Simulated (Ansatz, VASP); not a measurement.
**One calculation of TiC27, two programs**

```
Ti C
1.0
    -4.93303   -4.27213    0.00000
     1.23326   -6.40820    0.00000
    -1.23326   -3.56011    8.57567
Ti C
1 27
Cartesian
  -3.6998 -12.1044 7.9227
  -4.9285 -9.9448 6.5412
  -2.4630 -9.9597 6.5160
  -3.6941 -7.8396 6.5160
  -1.2425 -7.8335 6.5160
  -2.4484 -5.7118 6.5412
  -1.2559 -3.5679 6.5412
  -2.4665 -8.5443 6.4250
  -3.6340 -6.4506 6.6994
  -1.2211 -6.4052 6.5145
  -2.4700 -4.2842 6.5145
  -4.9417 -8.5352 6.5145
  -0.0696 -8.5800 6.6994
  -3.6960 -10.6021 6.6994
  -4.9330 -5.6962 1.9254
  -0.0011 -5.6960 1.9285
  -2.4675 -9.9744 1.9113
  -3.7045 -7.8283 1.9113
  -1.2275 -7.8301 1.9113
  -2.4658 -5.6953 1.9285
  -1.2329 -3.5611 1.9285
  -2.4665 -8.5443 1.9091
  -3.7004 -6.4043 1.9224
  -1.2317 -6.4050 1.9257
  -2.4645 -4.2751 1.9257
  -0.0036 -4.2724 1.9257
  -1.2296 -2.1375 1.9224
  -3.7028 -10.6828 1.9224
```

Alike in both runs: functional PBE; k mesh 5 × 5 × 5; occupations gaussian, width 0.1 eV; no spin polarisation.

Ansatz relaxed the structure, and its values are those at the end. VASP's run is a single point on that final structure, the one shown.

|  | VASP | Ansatz |
| --- | --- | --- |
| version | VASP 6.6.1 | Ansatz 0.2.0 |
| potentials or method | VASP PAW PBE potentials, release 64 (Ti_sv, C), cutoff 520 eV | scalar-relativistic, plane waves, PAW |
| valence electrons in the cell | 120 | 120 |

|  | VASP | Ansatz | Ansatz less VASP |
| --- | --- | --- | --- |
| gap on the k mesh at the Fermi level (eV) | 0.06 | 0.06 | 0.000 |
| least direct gap on the mesh (eV) | 0.06 | 0.06 | 0.000 |
| rms of the force components (eV/Å) | 0.015 | 0.010 | -0.0052 |

The functional is the same, so the differences come from potentials, cutoffs and numerics.
